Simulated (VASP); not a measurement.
The system is LaIn.

```
La In
1.0
     3.95408    0.00000    0.00000
     0.00000    3.95408    0.00000
     0.00000    0.00000    3.95408
La In
1 1
Direct
  0.50000 0.50000 0.50000
  0.00000 0.00000 0.00000
```

- Program: VASP 6.6.1
- Task: relaxation of cell and atoms
- Functional: PBEsol
- Potentials or basis: VASP PAW PBE potentials, release 64 (La, In_d)
- Cutoff: 600 eV
- k mesh: 11 × 11 × 11
- Occupations: fermi-dirac, width 0.05 eV
- Spin: no spin polarisation

At the start: pressure -2.3 GPa; volume 30.91 Å³/atom.

Task: How do energy, volume and symmetry change on relaxing?

Result: Over 3 steps the energy falls by 10.1 meV/atom and the volume is 29.53 Å³/atom (-4.5 %); space group Pm-3m (No. 221, to 0.05 Å).

The path:
```csv
step,energy change (eV),largest force (eV/Å),pressure (GPa),volume (Å³)
1,0.0000,0.0000,-2.27,61.82
2,-0.0169,0.0000,1.03,57.99
3,-0.0203,0.0000,0.00,59.06
```

Final structure:
```cif
data_structure
_symmetry_space_group_name_H-M 'P 1'
_symmetry_Int_Tables_number 1
_cell_length_a 3.8943
_cell_length_b 3.8943
_cell_length_c 3.8943
_cell_angle_alpha 90.000
_cell_angle_beta 90.000
_cell_angle_gamma 90.000
_cell_volume 59.06
loop_
_atom_site_label
_atom_site_type_symbol
_atom_site_fract_x
_atom_site_fract_y
_atom_site_fract_z
_atom_site_occupancy
La1 La 0.50000 0.50000 0.50000 1
In1 In 0.00000 0.00000 0.00000 1
```

Caveat: the PAW data sets were made with another functional, which shifts forces and pressure a little.
